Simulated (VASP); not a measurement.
# Pt (Fm-3m) in VASP: single point with r2SCAN+rVV10

Aim: the single point of Pt with r2SCAN+rVV10.

All numbers are computed with VASP 6.6.1; they aren't measurements. Logs are shortened: lines on timing, memory, paths and dates and some standing lists are left out, and cuts for length are marked.

**1. The cell of the first run**

The structure is cubic, space group Fm-3m (No. 225). Conventional cell: a = 3.925 Å, b = 3.925 Å, c = 3.925 Å, α = 90.00°, β = 90.00°, γ = 90.00°. Within 3.7 Å of Pt (site symmetry m-3m) lie 12 Pt at 2.78 Å.

**2. Single point, r2SCAN+rVV10**

Input file POSCAR:

```
Pt
1.0
    0.0000000000      1.9623920491      1.9623920491
    1.9623920491      0.0000000000      1.9623920491
    1.9623920491      1.9623920491      0.0000000000
Pt
1
Direct
    0.0000000000      0.0000000000      0.0000000000
```

Input file INCAR.step1:

```
SYSTEM = Pt
ALGO = Normal
EDIFF = 1E-5
ENCUT = 550
GGA = PE
GGA_COMPAT = .False.
ISMEAR = 0
LASPH = .True.
LCHARG = .False.
LREAL = .False.
LWAVE = .True.
NBANDS = 11
NELM = 120
PREC = Accurate
SIGMA = 0.1
```

Input file INCAR.step2:

```
SYSTEM = Pt
ALGO = Normal
BPARAM = 11.95
CPARAM = 0.0093
EDIFF = 1E-6
ENCUT = 550
GGA_COMPAT = .False.
ISIF = 2
ISMEAR = 0
ISTART = 1
IVDW_NL = 2
LASPH = .True.
LCHARG = .False.
LMIXTAU = .True.
LREAL = .False.
LUSE_VDW = .True.
LWAVE = .False.
METAGGA = R2SCAN
NBANDS = 11
NELM = 120
PREC = Accurate
SIGMA = 0.1
```

Input file KPOINTS:

```
k-points
0
Gamma
  18 18 18
  0 0 0
```

Potentials or basis: VASP PAW PBE potentials, release 64 (Pt).

Started as:

```bash
> cat potpaw_PBE.64/Pt/POTCAR > POTCAR
> cp INCAR.step1 INCAR
> mpirun -np 1 vasp_std > vasp.out
> cp INCAR.step2 INCAR
> mpirun -np 1 vasp_std > vasp.out
```

OUTCAR:

```text
SYSTEM = Pt
   BPARAM = 11.95
   EDIFF = 1E-6
   ENCUT = 550
   ISIF = 2
   ISMEAR = 0
   ISTART = 1
   IVDW_NL = 2
   LASPH = .True.
   LREAL = .False.
   METAGGA = R2SCAN
   NELM = 120
   PREC = Accurate

 ion  position               nearest neighbor table
   1  0.000  0.000  0.000-

  LATTYP: Found a face centered cubic cell.
 ALAT       =     3.9247840982

  Lattice vectors:

 A1 = (   0.0000000000,   1.9623920491,   1.9623920491)
 A2 = (   1.9623920491,   0.0000000000,   1.9623920491)
 A3 = (   1.9623920491,   1.9623920491,   0.0000000000)

Analysis of symmetry for initial positions (statically):
=====================================================================
 Subroutine PRICEL returns:
 Original cell was already a primitive cell.

 Routine SETGRP: Setting up the symmetry group for a
 face centered cubic supercell.

 Subroutine GETGRP returns: Found 48 space group operations
 (whereof 48 operations were pure point group operations)
 out of a pool of 48 trial point group operations.

The static configuration has the point symmetry O_h .

Analysis of symmetry for dynamics (positions and initial velocities):
=====================================================================
 Subroutine PRICEL returns:
 Original cell was already a primitive cell.

 Routine SETGRP: Setting up the symmetry group for a
 face centered cubic supercell.

 Subroutine GETGRP returns: Found 48 space group operations
 (whereof 48 operations were pure point group operations)
 out of a pool of 48 trial point group operations.

The dynamic configuration has the point symmetry O_h .

 Subroutine INISYM returns: Found 48 space group operations
 (whereof 48 operations are pure point group operations),
 and found     1 'primitive' translations

----------------------------------------------------------------------------------------

                                     Primitive cell

  volume of cell :      15.1143

  direct lattice vectors                    reciprocal lattice vectors
     0.000000000  1.962392049  1.962392049    -0.254791085  0.254791085  0.254791085
     1.962392049  0.000000000  1.962392049     0.254791085 -0.254791085  0.254791085
     1.962392049  1.962392049  0.000000000     0.254791085  0.254791085 -0.254791085

  length of vectors
     2.775241451  2.775241451  2.775241451     0.441311105  0.441311105  0.441311105

  position of ions in fractional coordinates (direct lattice)
     0.000000000  0.000000000  0.000000000

  ion indices of the primitive-cell ions
   primitive index   ion index
                 1           1

----------------------------------------------------------------------------------------

 KPOINTS: k-points

Automatic generation of k-mesh.
 Grid dimensions read from file:
 generate k-points for:   18   18   18

 Generating k-lattice:

  Cartesian coordinates                     Fractional coordinates (reciprocal lattice)
    -0.014155060  0.014155060  0.014155060     0.055555556  0.000000000  0.000000000
     0.014155060 -0.014155060  0.014155060     0.000000000  0.055555556  0.000000000
     0.014155060  0.014155060 -0.014155060     0.000000000  0.000000000  0.055555556

  Length of vectors
     0.024517284  0.024517284  0.024517284

  Shift w.r.t. Gamma in fractional coordinates (k-lattice)
     0.000000000  0.000000000  0.000000000

 Subroutine IBZKPT returns following result:
 ===========================================

 Found    195 irreducible k-points:

 Following reciprocal coordinates:
            Coordinates               Weight
  0.000000  0.000000  0.000000      1.000000
  0.055556  0.000000  0.000000      8.000000
  0.111111  0.000000  0.000000      8.000000
  0.166667  0.000000  0.000000      8.000000
  0.222222  0.000000  0.000000      8.000000
  0.277778  0.000000  0.000000      8.000000
[... 16 lines left out ...]
 -0.277778  0.055556  0.000000     24.000000
 -0.222222  0.055556  0.000000     24.000000
 [... further k-points ...]
   k-points           NKPTS =    195   k-points in BZ     NKDIM =    195   number of bands    NBANDS=     11
   number of dos      NEDOS =    301   number of ions     NIONS =      1
   total plane-waves  NPLWV =  13824
   dimension x,y,z NGX =    24 NGY =   24 NGZ =   24
   dimension x,y,z NGXF=    48 NGYF=   48 NGZF=   48
   ions per type =               1
   NGX,Y,Z   is equivalent  to a cutoff of  14.38, 14.38, 14.38 a.u.
   NGXF,Y,Z  is equivalent  to a cutoff of  28.75, 28.75, 28.75 a.u.
 SYSTEM =  Pt
   PREC   = accura    normal or accurate (medium, high low for compatibility)
   ISTART =      1    job   : 0-new  1-cont  2-samecut
   ICHARG =      0    charge: 1-file 2-atom 10-const
   ISPIN  =      1    spin polarized calculation?
   LNONCOLLINEAR =      F non collinear calculations
   LSORBIT =      F    spin-orbit coupling
   LASPH  =      T    aspherical Exc in radial PAW
   ENCUT  =  550.0 eV  40.42 Ry    6.36 a.u.   5.31  5.31  5.31*2*pi/ulx,y,z
   NELM   =    120;   NELMIN=  2; NELMDL=  0     # of ELM steps
   EDIFF  = 0.1E-05   stopping-criterion for ELM
   LREAL  =      F    real-space projection
   EDIFFG = 0.1E-04   stopping-criterion for IOM
   NSW    =      0    number of steps for IOM
   IBRION =     -1    ionic relax: 0-MD 1-quasi-New 2-CG
   NFREE  =      0    steps in history (QN), initial steepest desc. (CG)
   ISIF   =      2    stress and relaxation
   ISYM   =      2    0-nonsym 1-usesym 2-fastsym
   POTIM  = 0.5000    time-step for ionic-motion
   TEBEG  =    0.0;   TEEND  =   0.0 temperature during run
   PSTRESS=    0.0 pullay stress
   NELECT =      10.0000    total number of electrons
   NUPDOWN=      -1.0000    fix difference up-down
   EMIN   =  10.00;   EMAX   =-10.00  energy-range for DOS
   EFERMI =   0.00;   METHOD = LEGACY
   ISMEAR =     0;   SIGMA  =   0.10  broadening in eV -4-tet -1-fermi 0-gaus
   EFERMI_NEDOS =   21; number of points for ismear=-14 and -15
   IALGO  =     38    algorithm
   IMIX   =      4    mixing-type and parameters
     AMIX     =   0.40;   BMIX     =  1.00
     AMIX_MAG =   1.60;   BMIX_MAG =  1.00
  volume/ion in A,a.u.               =      15.11       102.00
  Fermi-wavevector in a.u.,A,eV,Ry     =   1.426524  2.695739 27.687454  2.034970
  Thomas-Fermi vector in A             =   2.546792
   LORBIT       =      0    0 simple, 1 ext, 2 COOP (PROOUT), +10 PAW based schemes
   METAGGA = R2SCAN    functional components
   LHFCALC =     F    Hartree Fock is set to
   AEXX    =    0.0000 exact exchange contribution
   IVDW_NL    =     2    kernel type
   BPARAM     =11.9500
   IVDW    =     0    specifies the selected vdW correction
   LEPSILON=     F    determine dielectric tensor
   LRPA    =     F    only Hartree local field effects (RPA)
 non-spin polarized calculation
 Gauss-broadening in eV      SIGMA  =   0.10
  energy-cutoff  :      550.00
  volume of cell :       15.11
 maximum number of plane-waves:       459
 NGX is ok and might be reduce to    24
   NGX = 11   NGY = 11   NGZ = 11

 number of electron      10.0000000 magnetization

 Free energy of the ion-electron system (eV)
  ---------------------------------------------------
  ext. energy  EPLUGINS =         0.00000000
  ---------------------------------------------------
  free energy    TOTEN  =       -51.34818222 eV

  energy without entropy =      -51.33800909  energy(sigma->0) =      -51.34309566

 E-fermi :  10.9723     XC(G=0): -14.6454

 val. band max:       10.9541329712   @ k =  -0.4444   0.2778   0.0000
 cond. band min:      10.9723633184   @ k =   0.4444   0.1111   0.0000
 fundamental gap:      0.0182303471
 Fermi energy:        10.9722669499

 k-point     1 :       0.0000    0.0000    0.0000
  band No.  band energies     occupation
      1       0.4727      2.00000
      2       7.0634      2.00000
      3       7.0634      2.00000
      4       7.0634      2.00000
      5       9.2250      2.00000
      6       9.2250      2.00000
      7      26.4346      0.00000
      8      31.5910      0.00000
      9      31.5910      0.00000
     10      31.5910      0.00000
     11      37.4448      0.00000

 k-point     2 :       0.0556    0.0000    0.0000
  band No.  band energies     occupation
      1       0.6022      2.00000
      2       7.0055      2.00000
      3       7.1152      2.00000
      4       7.1152      2.00000
      5       9.1964      2.00000
      6       9.1964      2.00000
      7      26.6343      0.00000
      8      30.9197      0.00000
      9      31.7869      0.00000
     10      31.7869      0.00000
     11      38.1764      0.00000

 k-point     3 :       0.1111    0.0000    0.0000
  band No.  band energies     occupation
      1       0.9788      2.00000
      2       6.8571      2.00000
      3       7.2501      2.00000
      4       7.2501      2.00000
      5       9.1361      2.00000
      6       9.1361      2.00000
      7      27.1760      0.00000
      8      29.4823      0.00000
      9      32.3559      0.00000
     10      32.3559      0.00000
     11      38.8223      0.00000

 k-point     4 :       0.1667    0.0000    0.0000
  band No.  band energies     occupation
      1       1.5602      2.00000
      2       6.6934      2.00000
      3       7.3991      2.00000
      4       7.3991      2.00000
      5       9.1252      2.00000
      6       9.1252      2.00000
      7      27.7195      0.00000
      8      27.9517      0.00000
      9      33.2372      0.00000
     10      33.2372      0.00000
     11      37.1133      0.00000

 k-point     5 :       0.2222    0.0000    0.0000
  band No.  band energies     occupation
      1       2.2514      2.00000
      2       6.6447      2.00000
      3       7.4564      2.00000
      4       7.4564      2.00000
      5       9.2785      2.00000
      6       9.2785      2.00000
      7      25.9839      0.00000
      8      28.2788      0.00000
      9      34.2708      0.00000
     10      34.2708      0.00000
     11      35.8224      0.00000
[... 211 lines left out ...]
 k-point    21 :      -0.3889    0.0556    0.0000
  band No.  band energies     occupation
      1       3.5083      2.00000
      2       7.0004      2.00000
      3       7.1241      2.00000
      4       8.8389      2.00000
      5      10.4768      2.00000
      6      11.3033      0.00000
      7      19.0573      0.00000
      8      26.6260      0.00000
      9      30.7763      0.00000
     10      32.1226      0.00000
     11      38.6692      0.00000

 k-point    22 :      -0.3333    0.0556    0.0000
  band No.  band energies     occupation
      1       3.4318      2.00000
      2       7.1388      2.00000
      3       7.2514      2.00000
      4       7.7884      2.00000
      5       9.9818      2.00000
      6      10.7559      1.99779
      7      21.1573      0.00000
      8      27.1841      0.00000
      9      31.5382      0.00000
     10      33.6020      0.00000
     11      36.9613      0.00000

 k-point    23 :      -0.2778    0.0556    0.0000
  band No.  band energies     occupation
      1       3.1485      2.00000
      2       6.9248      2.00000
      3       7.3392      2.00000
      4       7.4068      2.00000
      5       9.4651      2.00000
      6      10.2222      2.00000
      7      23.3518      0.00000
      8      27.8875      0.00000
      9      32.4818      0.00000
     10      35.3297      0.00000
     11      35.4642      0.00000

 k-point    24 :      -0.2222    0.0556    0.0000
  band No.  band energies     occupation
      1       2.5879      2.00000
      2       6.5688      2.00000
      3       7.4555      2.00000
      4       7.5237      2.00000
      5       9.0502      2.00000
      6       9.7545      2.00000
      7      25.4176      0.00000
      8      28.3828      0.00000
      9      33.0118      0.00000
     10      34.5955      0.00000
     11      35.8141      0.00000

 [... further k-points ...]
[... 5 lines left out ...]
  --------------------------------------------------------------------------------------
  -------------------------------------------------------------------------------------
  Total        0.2008192      0.2008192      0.2008192      0.0000000      0.0000000     -0.0000000
  in kB       21.2876825     21.2876825     21.2876825      0.0000000      0.0000000     -0.0000000
  external PRESSURE =      21.2876825 kB  Pullay stress =       0.0000000 kB

 VOLUME and BASIS-vectors are now :
 -----------------------------------------------------------------------------
  energy-cutoff  :      550.00
  volume of cell :       15.11
      direct lattice vectors                 reciprocal lattice vectors
     0.000000000  1.962392049  1.962392049    -0.254791085  0.254791085  0.254791085
     1.962392049  0.000000000  1.962392049     0.254791085 -0.254791085  0.254791085
     1.962392049  1.962392049  0.000000000     0.254791085  0.254791085 -0.254791085

 POSITION                                       TOTAL-FORCE (eV/Angst)
 -----------------------------------------------------------------------------------
      0.00000      0.00000      0.00000         0.000000      0.000000      0.000000
 -----------------------------------------------------------------------------------
    total drift:                               -0.000000      0.000000      0.000000

  FREE ENERGIE OF THE ION-ELECTRON SYSTEM (eV)
  ---------------------------------------------------
  free  energy   TOTEN  =       -51.3481822237 eV

  energy  without entropy=      -51.3380090923  energy(sigma->0) =      -51.34309566
```

Wall time 2.6 min (1 thread of AMD EPYC 7R43 (Zen 3), shared host); peak memory 0.2 GiB.

Results:

| Item | Value |
| --- | --- |
| Free energy | -51.3482 eV |
| Pressure | 2.1 GPa |
| Band gap on the k mesh | zero (band 5 reaches 11.50 eV, above the bottom of band 6 at 9.13 eV) |

Levels at points of the mesh, in eV from the Fermi level:
```csv
k point,band 3,band 4,band 5,band 6,band 7,band 8
"(0.00, 0.00, 0.00)",-3.91,-3.91,-1.75,-1.75,15.46,20.62
"(0.50, 0.00, 0.00)",-4.01,-0.33,0.02,0.02,6.13,15.10
"(0.50, 0.50, 0.00)",-0.06,0.52,0.52,1.92,9.31,11.99
```

Caveat: the PAW data sets were made with another functional, which shifts forces and pressure a little; spin-orbit coupling is left out, which moves the levels of the heavy elements.
